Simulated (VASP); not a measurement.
Write the native input for VASP 6.6.1 that does the following.

```yaml
Task: single point
Functional: PBEsol
Potentials_or_basis: VASP PAW PBE potentials, release 64 (V_sv)
Cutoff: 520 eV
k_mesh: 19 × 19 × 10
Occupations: fermi-dirac, width 0.05 eV
Spin: no spin polarisation
Dipole_correction: no
Further_INCAR_settings: ALGO = Normal; EDIFF = 1e-07; NBANDS = 20
```

The structure of V lies in POSCAR:

```
V
1.0
    2.2708461732      0.0000000000      0.0000000000
   -1.1354230866      1.9666104740      0.0000000000
    0.0000000000      0.0000000000      4.1512493791
V
2
Direct
    0.3333333333      0.6666666667      0.2500000000
    0.6666666667      0.3333333333      0.7500000000
```

One way to write it, as run:

INCAR

```
SYSTEM = V
PREC = Accurate
ENCUT = 520
EDIFF = 1E-7
ISMEAR = -1
SIGMA = 0.05
LREAL = .False.
LASPH = .True.
NELM = 80
ALGO = Normal
ISIF = 2
LWAVE = .False.
LCHARG = .True.
GGA = PS
LELF = .True.
LVHAR = .True.
NBANDS = 20
```

KPOINTS

```
Automatic mesh
0
Gamma
  19 19 10
  0 0 0
```

Potentials or basis: VASP PAW PBE potentials, release 64 (V_sv).

Run with:

```bash
$ cat potpaw_PBE.64/V_sv/POTCAR > POTCAR
$ mpirun -np 1 vasp_std > vasp.out
```

It gave:

* Pressure: 132.2 GPa
* Band gap on the k mesh: zero (band 13 reaches 17.98 eV, above the bottom of band 14 at 14.42 eV)

Caveat: the PAW data sets were made with another functional, which shifts forces and pressure a little.

Wall time 78 s on 1 thread of Intel(R) Xeon(R) Platinum 8488C (Sapphire Rapids) (shared host), peak memory 0.19 GiB.
